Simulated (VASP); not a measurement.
Input of a VASP 6.6.1 run:

The input INCAR:

```
PREC = Accurate
ENCUT = 600
EDIFF = 1E-7
ISMEAR = -1
SIGMA = 0.08
LREAL = False
LASPH = True
NELM = 120
ALGO = Normal
ISIF = 4
LWAVE = False
LCHARG = False
GGA = CA
IBRION = 2
NSW = 50
EDIFFG = -0.005
GGA_COMPAT = False
NELMIN = 4
```

File KPOINTS:

```
regular mesh
0
Gamma
  8 8 11
```

The input POSCAR:

```
SiO2
1.0
    3.8570279375      0.0000000000      0.0000000000
    0.0000000000      3.8570279375      0.0000000000
    0.0000000000      0.0000000000      2.4706632133
Si O
2 4
Direct
    0.0000000000      0.0000000000      0.0000000000
    0.5000000000      0.5000000000      0.5000000000
    0.3055797227      0.3055797227      0.0000000000
    0.6944202773      0.6944202773      0.0000000000
    0.8055797227      0.1944202773      0.5000000000
    0.1944202773      0.8055797227      0.5000000000
```

Potentials or basis: VASP PAW LDA potentials, release 64 (Si, O).

Run with:

```console
$ cat potpaw_LDA.64/Si/POTCAR potpaw_LDA.64/O/POTCAR > POTCAR
$ mpirun -np 1 vasp_std > vasp.out
```

Q: Predict the band gap on the k mesh.

A: 6.72 eV.

Final structure:
```
CELL_PARAMETERS angstrom
3.82992 0.00000 0.00000
0.00000 3.82992 0.00000
0.00000 0.00000 2.50576
ATOMIC_POSITIONS crystal
Si 0.00000 0.00000 0.00000
Si 0.50000 0.50000 0.50000
O 0.30056 0.30056 0.00000
O 0.69944 0.69944 0.00000
O 0.80056 0.19944 0.50000
O 0.19944 0.80056 0.50000
```

A k mesh can miss the band edges.
